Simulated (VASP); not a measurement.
Write the native input for VASP 6.6.1 that does the following.

```
Task                   : single point
Functional             : PBE
Potentials or basis    : VASP PAW PBE potentials, release 64 (Al, Ga_d, P)
Cutoff                 : 520 eV
k mesh                 : 6 × 6 × 2
Occupations            : gaussian, width 0.01 eV
Spin                   : no spin polarisation
Dipole correction      : no
Further INCAR settings : ALGO = Normal; EDIFF = 1e-06; NBANDS = 26
```

The structure of Al2GaP3 lies in POSCAR:

```
Al2GaP3
1.0
    3.9711852039      0.0000000000      0.0000000000
   -1.9855926019      3.4391472697      0.0000000000
    0.0000000000      0.0000000000      9.7247270121
Al Ga P
2 1 3
Direct
    0.0000000000      0.0000000000     -0.0001582872
    0.6666666667      0.3333333333      0.6664900398
    0.3333333333      0.6666666667      0.3334573904
    0.6666666667      0.3333333333      0.9167975259
    0.3333333333      0.6666666667      0.5839129534
    0.0000000000      0.0000000000      0.2495003777
```

This cell differs from its parent crystal: volume changed by +6%.

The input as run:

INCAR

```
SYSTEM = Al2GaP3
PREC = Accurate ; ENCUT = 520
EDIFF = 1E-6 ; ISMEAR = 0
SIGMA = 0.01 ; LREAL = .False.
LASPH = .True. ; NELM = 60
ALGO = Normal ; ISIF = 2
LWAVE = .False. ; LCHARG = .True.
GGA = PE ; LELF = .True.
LVHAR = .True. ; NBANDS = 26
```

KPOINTS

```
Automatic mesh
0
Gamma
  6 6 2
  0 0 0
```

Potentials or basis: VASP PAW PBE potentials, release 64 (Al, Ga_d, P).

Run with:

```sh
$ cat potpaw_PBE.64/Al/POTCAR potpaw_PBE.64/Ga_d/POTCAR potpaw_PBE.64/P/POTCAR > POTCAR
$ mpirun -np 1 vasp_std > vasp.out
```

It gave:

* Pressure: -4.2 GPa
* Largest force: 0.036 eV/Å
* Band gap on the k mesh: 1.65 eV, direct

Wall time 33 s on 1 thread of Intel(R) Xeon(R) 6975P-C (Granite Rapids) (shared host), peak memory 0.25 GiB.
